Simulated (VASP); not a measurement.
Wanted: the native input for a VASP 6.6.1 run.

- Task: single point
- Functional: PBE
- Potentials or basis: VASP PAW PBE potentials, release 64 (Ir, O)
- Cutoff: 520 eV
- k mesh: 12 × 12 × 12
- Occupations: fermi-dirac, width 0.0612256 eV
- Spin: no spin polarisation
- Dipole correction: no
- Further INCAR settings: ALGO = Normal; EDIFF = 1e-07; NBANDS = 47

The structure of Ir2O3 lies in POSCAR:

```
Ir2O3
1.0
    4.7089125075      0.0000000000      0.0000000000
    0.0000000000      4.7089125075      0.0000000000
    0.0000000000      0.0000000000      4.7089125075
Ir O
4 6
Direct
    0.2500000000      0.2500000000      0.2500000000
    0.7500000000      0.7500000000      0.2500000000
    0.7500000000      0.2500000000      0.7500000000
    0.2500000000      0.7500000000      0.7500000000
    0.5000000000      0.0000000000      0.0000000000
    0.0000000000      0.5000000000      0.0000000000
    0.0000000000      0.0000000000      0.5000000000
    0.5000000000      0.5000000000      0.0000000000
    0.5000000000      0.0000000000      0.5000000000
    0.0000000000      0.5000000000      0.5000000000
```

These files were run (other wordings do the same):

INCAR

```
SYSTEM = Ir2O3
PREC = Accurate
ENCUT = 520
EDIFF = 1E-7
ISMEAR = -1
SIGMA = 0.06122561905347299
LREAL = .FALSE.
LASPH = .TRUE.
NELM = 100
ALGO = Normal
ISIF = 2
LWAVE = .FALSE.
LCHARG = .FALSE.
GGA = PE
NBANDS = 47
```

KPOINTS

```
regular mesh
0
G
  12 12 12
  0 0 0
```

Potentials or basis: VASP PAW PBE potentials, release 64 (Ir, O).

Run with:

```bash
$ cat potpaw_PBE.64/Ir/POTCAR potpaw_PBE.64/O/POTCAR > POTCAR
$ mpirun -np 1 vasp_std > vasp.out
```

It gave:

```json
{"Pressure": "20.5 GPa", "Band gap on the k mesh": "0.42 eV"}
```

Caveat: the cell stands under pressure; spin-orbit coupling is left out, which moves the levels of the heavy elements.

Wall time 2.5 min on 1 thread of Intel(R) Xeon(R) 6975P-C (Granite Rapids), on a shared host, peak memory 0.41 GiB.
